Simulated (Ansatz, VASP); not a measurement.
**Two plane-wave programs on Ba**

```xyz
2
Lattice="3.7847 0.0000 0.0000 -1.8923 3.2776 0.0000 0.0000 0.0000 5.6174" Properties=species:S:1:pos:R:3 pbc="T T T"
Ba    0.0000    2.1851    1.4043
Ba    1.8923    1.0925    4.2130
```

Change from the starting cell: volume scaled by 0.6, PAW files.

Alike in both runs: task single point; functional PBEsol; k mesh 10 × 10 × 6; occupations fermi-dirac, width 0.08 eV; no spin polarisation.

|  | VASP | Ansatz |
| --- | --- | --- |
| version | VASP 6.6.1 | Ansatz 0.2.0 |
| potentials or method | VASP PAW PBE potentials, release 64 (Ba_sv) | PAW with Ansatz's default frozen-core files, scalar-relativistic |
| plane-wave cutoff (eV) | 520 | 420 |
| valence electrons in the cell | 20 | 20 |

VASP gave:

```
pressure (GPa)                                                : 8.4
traceless stress, the component that is largest in VASP (GPa) : 0.46
```

Question: Which values does Ansatz return?

Answer: Pressure (GPa): 7.1; traceless stress, the component that is largest in VASP (GPa): 0.23.

VASP's potentials were made for PBE, not for PBEsol.

Neither program's run includes spin-orbit coupling.
